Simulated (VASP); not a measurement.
Runs of VASP 6.6.1 on NiO. The structure is that of space group F-43m (No. 216), or close to it. The cells are those of the table. 

```tsv
task	level	potentials or basis	U	cell	k mesh	cutoff (eV)	grid for exact exchange (PRECFOCK)	share of exact exchange	gap on the mesh (eV)	pressure (GPa)	moment (μB)
single point	PBE0	VASP PAW PBE potentials, release 64 (Ni, O)	-	a = 3.142 Å, angles 60.0°, 2 atoms	5 × 5 × 5	520	Normal	-	none	0.5	2.00
single point	LDA+U	VASP PAW LDA potentials, release 64 (Ni, O)	Ni d U = 2.0 eV	a = 3.169 Å, angles 60.0°, 2 atoms	7 × 7 × 7	520	-	-	none	-14.7	2.00
single point	PBE	VASP PAW PBE potentials, release 64 (Ni, O)	-	a = 3.104 Å, angles 60.0°, 2 atoms	10 × 10 × 10	520	-	-	none	(a)	1.76
single point	PBE	VASP PAW PBE potentials, release 64 (Ni, O)	-	a = 3.231 Å, angles 60.0°, 2 atoms	10 × 10 × 10	520	-	-	none	-7.1	(b)
relaxation of cell and atoms	PBEsol-based global hybrid	VASP PAW PBE potentials, release 64 (Ni, O)	-	relaxed from a = 3.169 Å, angles 60.0°, 2 atoms	5 × 5 × 5	600	Normal	0.25	none	0.0	2.00
```

Alike in all rows: spin collinear, ferromagnetic start; smearing fermi-dirac 0.05 eV.

Question: Fill in the values left out.

Answer: (a) 10.2; (b) 1.97.

Caveats: some runs use coarse meshes; a cell with one magnetic atom can't hold antiferromagnetic order, which such compounds often take; semilocal functionals often make such compounds metallic where correlation or magnetic order opens a gap, which also shifts bond lengths (some runs); the PAW data sets were made with another functional, which shifts forces and pressure a little (some runs).

A gap of «none» marks levels without a gap at the run's occupations.
